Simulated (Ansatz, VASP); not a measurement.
## In in VASP and in Ansatz

File INCAR:

```
ALGO = Fast
EDIFF = 1E-6
ENCUT = 520
GGA = CA
ISIF = 2
ISMEAR = -1
LASPH = True
LCHARG = False
LREAL = False
LWAVE = False
NBANDS = 34
NELM = 60
PREC = Accurate
SIGMA = 0.05
```

Contents of KPOINTS:

```
k-points
0
Gamma
  9 9 3
```

POSCAR

```
In
1.0
    3.3638438630      0.0000000000      0.0000000000
   -1.6819219315      2.9131742397      0.0000000000
    0.0000000000      0.0000000000     10.7997083600
In
4
Direct
    0.6666666667      0.3333333333      0.7500000000
    0.0000000000      0.0000000000      0.5000000000
    0.3333333333      0.6666666667      0.2500000000
    0.0000000000      0.0000000000      0.0000000000
```

input.yaml

```yaml
crystal:
  lattice:
    - [3.363843863, 0.0, 0.0]
    - [-1.6819219315, 2.9131742397, 0.0]
    - [0.0, 0.0, 10.79970836]
  atoms:
    - { symbol: In, position: [0.6666666667, 0.3333333333, 0.75] }
    - { symbol: In, position: [0.0, 0.0, 0.5] }
    - { symbol: In, position: [0.3333333333, 0.6666666667, 0.25] }
    - { symbol: In, position: [0.0, 0.0, 0.0] }
kpoints:
  mp_grid: { grid: [9, 9, 3] }
  band_path:
    path:
      - [0.0, 0.0, 0.0]
      - [0.5, 0.0, 0.0]
      - [0.3333333333, 0.3333333333, 0.0]
      - [0.0, 0.0, 0.0]
      - [0.0, 0.0, 0.5]
      - [0.5, 0.0, 0.5]
      - [0.3333333333, 0.3333333333, 0.5]
      - [0.0, 0.0, 0.5]
    npoints: 10
scf:
  occupations: { method: fermi_dirac, width: 0.05 }
hamiltonian:
  xc: lda
  pseudopotentials: { kind: all_electron, lapw: { basis_error: 0.002 } }
output:
  forces: true
  stress: true
  eigenvalues: true
```

Alike in both runs: functional LDA; k mesh 9 × 9 × 3; occupations fermi-dirac, width 0.05 eV; no spin polarisation.

```csv
,VASP,Ansatz
version,VASP 6.6.1,Ansatz 0.2.0
potentials or method,"VASP PAW LDA potentials, release 64 (In_d), cutoff 520 eV","all-electron LAPW, scalar-relativistic"
task,single point,band structure
```

Ansatz gave:

```
gap on the k mesh at the Fermi level (eV)                     : none
pressure (GPa)                                                : -2.9
traceless stress, the component that is largest in VASP (GPa) : 0.38
```

Task: Which values does VASP return?

Result: gap on the k mesh at the Fermi level (eV): none; pressure (GPa): -3.0; traceless stress, the component that is largest in VASP (GPa): 0.38.

LDA's correlation is that of Perdew and Zunger in VASP and of Perdew and Wang (1992) in Ansatz. A gap of «none» marks a metal or a gap that the smearing closes. Ansatz ran all-electron here, and VASP with PAW potentials.
